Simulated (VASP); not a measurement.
Set up this calculation in VASP 6.6.1, as the native input.

```
Task                   : single point
Functional             : PBEsol
Potentials or basis    : VASP PAW PBE potentials, release 64 (Al, Ga_d, N)
Cutoff                 : 520 eV
k mesh                 : 6 × 8 × 4
Occupations            : gaussian, width 0.05 eV
Spin                   : no spin polarisation
Dipole correction      : no
Further INCAR settings : ALGO = Normal; EDIFF = 1e-06; NBANDS = 31
```

The structure of Al3GaN4 lies in POSCAR:

```
Al3GaN4
1.0
    5.0434079713      0.0000000000      0.0001149907
    0.0000000000      3.1300738974      0.0000000000
   -0.0032362569      0.0000000000      5.4179919474
Al Ga N
3 1 4
Direct
    0.5002300423      0.4717379219      0.1673295664
    0.0009207036      0.4836569530      0.8348055932
    0.0010880650     -0.0559092231      0.3316926342
    0.4994217138      0.0508191378      0.6662009016
    0.1111724737     -0.0152012168      0.6663292503
    0.1224543238      0.4468857774      0.1671578647
    0.6251234799      0.5359161135      0.8401923551
    0.6231881979     -0.0269446446      0.3262928345
```

This cell differs from its parent crystal: mode 4 (171.0 1/cm) frozen in, largest displacement +0.175 Å.

One way to write it, as run:

INCAR

```
ALGO     = Normal         # electronic algorithm
EDIFF    = 1E-6           # SCF threshold, eV
ENCUT    = 520            # plane-wave cutoff, eV
GGA      = PS             # functional
ISIF     = 2              # what is computed and relaxed
ISMEAR   = 0              # smearing method
LASPH    = T              # aspherical terms in the spheres
LCHARG   = F              # write CHGCAR
LREAL    = F              # projectors in reciprocal space
LWAVE    = F              # write WAVECAR
NBANDS   = 31             # bands
NELM     = 60             # most SCF steps
PREC     = Accurate       # precision mode
SIGMA    = 0.05           # smearing width, eV
```

KPOINTS

```
k-points
0
Gamma
  6 8 4
```

Potentials or basis: VASP PAW PBE potentials, release 64 (Al, Ga_d, N).

The run is started by

```sh
$ cat potpaw_PBE.64/Al/POTCAR potpaw_PBE.64/Ga_d/POTCAR potpaw_PBE.64/N/POTCAR > POTCAR
$ mpirun -np 1 vasp_std > vasp.out
```

It gave:

The pressure is -0.5 GPa and the largest force is 1.220 eV/Å. The band gap on the k mesh is 3.38 eV, direct.

Caveat: the cell differs from its parent crystal (mode 4 (171.0 1/cm) frozen in, largest displacement +0.175 Å); the PAW data sets were made with another functional, which shifts forces and pressure a little.

Run time: 8 min on 1 thread of AMD EPYC 7R13, on a shared host, peak memory 0.31 GiB.
